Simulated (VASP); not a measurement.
Crystal: Cu.

```
Cu
1.0
     2.56801    0.00000    0.00000
    -1.28401    2.22396    0.00000
     0.00000    0.00000    4.19353
Cu
2
Direct
  0.33333 0.66667 0.25000
  0.66667 0.33333 0.75000
```

Base run:

* Program: VASP 6.6.1
* Functional: PBE
* Potentials or basis: VASP PAW PBE potentials, release 64 (Cu)
* Cutoff: 520 eV
* k mesh: 24 × 24 × 12
* Occupations: gaussian, width 0.1 eV
* Spin: no spin polarisation

Its results: band gap on the k mesh zero (band 11 reaches 11.43 eV, above the bottom of band 12 at 5.48 eV); pressure 1.2 GPa.

Q: The run is repeated on the same cell with these changes: k mesh from 24 × 24 × 12 to 15 × 15 × 8; further incar settings from ALGO = Fast; EDIFF = 1e-06; NBANDS = 18 to ALGO = Fast; EDIFF = 1e-07; NBANDS = 18. What comes out?

A: Band gap on the k mesh zero (band 11 reaches 11.43 eV, above the bottom of band 12 at 5.48 eV); pressure 0.5 GPa.
